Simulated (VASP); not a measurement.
Runs of VASP 6.6.1 on Ir. The structure is that of space group Fm-3m (No. 225), or close to it. The cells are those of the table. 

| cell | gap on the mesh (eV) | pressure (GPa) |
| --- | --- | --- |
| a = 2.718, b = 2.718, c = 3.844 Å, 2 atoms | none | (a) |
| a = 2.691, b = 2.691, c = 3.875 Å, 2 atoms | none | 7.5 |
| a = 2.745, b = 2.745, c = 3.815 Å, 2 atoms | none | -2.1 |
| a = 2.664, b = 2.732, c = 3.863 Å, 2 atoms | none | 6.9 |

Alike in all rows: task single point; level r2SCAN; potentials or basis VASP PAW PBE potentials, release 64 (Ir); no spin polarisation; k mesh 20 × 20 × 14; cutoff (eV) 520; smearing gaussian 0.1 eV.

Estimate the missing entries.

(a) 2.5.

Caveats: the PAW data sets were made with another functional, which shifts forces and pressure a little; spin-orbit coupling is left out, which moves the levels of the heavy elements; the cell stands under pressure (at least some runs).

A k mesh can miss the band edges, and the runs leave out spin-orbit coupling on Ir.

A gap of «none» marks levels without a gap at the run's occupations.
